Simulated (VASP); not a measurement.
Set up this calculation in VASP 6.6.1, as the native input.

```yaml
Task: single point
Functional: PBEsol
Potentials_or_basis: VASP PAW PBE potentials, release 64 (Sr_sv, Cl)
Cutoff: 520 eV
k_mesh: 6 × 6 × 6
Occupations: gaussian, width 0.05 eV
Spin: no spin polarisation
Dipole_correction: no
Further_INCAR_settings: ALGO = Normal; EDIFF = 1e-06; NBANDS = 19
```

The structure of SrCl2 lies in POSCAR:

```
SrCl2
1.0
    0.1811851347      3.5784064102      3.5784064102
    3.5784064102      0.1811851347      3.5784064102
    3.5784064102      3.5784064102      0.1811851347
Sr Cl
1 2
Direct
    0.0000000000      0.0000000000      0.0000000000
    0.2500000000      0.2500000000      0.2500000000
    0.7500000000      0.7500000000      0.7500000000
```

This cell differs from its parent crystal: ratio of the length along [111] to the lengths across it x 1.08, volume and fractional coordinates fixed.

One way to write it, as run:

INCAR

```
PREC = Accurate
ENCUT = 520
EDIFF = 1E-6
ISMEAR = 0
SIGMA = 0.05
LREAL = False
LASPH = True
NELM = 80
ALGO = Normal
ISIF = 2
LWAVE = False
LCHARG = True
GGA = PS
LELF = True
LVHAR = True
NBANDS = 19
```

KPOINTS

```
regular mesh
0
Gamma
  6 6 6
```

Potentials or basis: VASP PAW PBE potentials, release 64 (Sr_sv, Cl).

Run with:

```console
$ cat potpaw_PBE.64/Sr_sv/POTCAR potpaw_PBE.64/Cl/POTCAR > POTCAR
$ mpirun -np 1 vasp_std > vasp.out
```

Results of the run:

The pressure is -0.6 GPa, the largest force is 0.139 eV/Å and the band gap on the k mesh is 5.15 eV, indirect (least direct gap 5.39 eV).

Caveat: the PAW data sets were made with another functional, which shifts forces and pressure a little.

Run time: 34 s on 1 thread of AMD EPYC 9R45 96-Core Processor (Zen 5), with other jobs on the host, peak memory 0.22 GiB.
